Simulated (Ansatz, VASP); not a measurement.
**One calculation of Rh, two programs**

```xyz
2
Lattice="2.7035 0.0000 0.0000 -1.3518 2.3413 0.0000 0.0000 0.0000 4.3569" Properties=species:S:1:pos:R:3 pbc="T T T"
Rh    0.0000    1.5609    1.0892
Rh    1.3518    0.7804    3.2677
```

Alike in both runs: task single point; functional r2SCAN; k mesh 15 × 15 × 8; occupations fermi-dirac, width 0.1 eV; no spin polarisation.

|  | VASP | Ansatz |
| --- | --- | --- |
| version | VASP 6.6.1 | Ansatz 0.2.0 |
| potentials or method | VASP PAW PBE potentials, release 64 (Rh_pv), cutoff 520 eV | plane waves (500 eV) with PAW, scalar-relativistic |
| valence electrons in the cell | 30 | 34 |

|  | VASP | Ansatz | Ansatz less VASP |
| --- | --- | --- | --- |
| pressure (GPa) | 1.2 | 0.0 | -1.21 |
| traceless stress, the component that is largest in VASP (GPa) | -0.20 | -0.24 | -0.040 |

VASP's potentials were made for PBE, not for r2SCAN. VASP's potentials hold 30 valence electrons a cell and Ansatz's 34, so a difference there can come from the potentials and not from the codes.
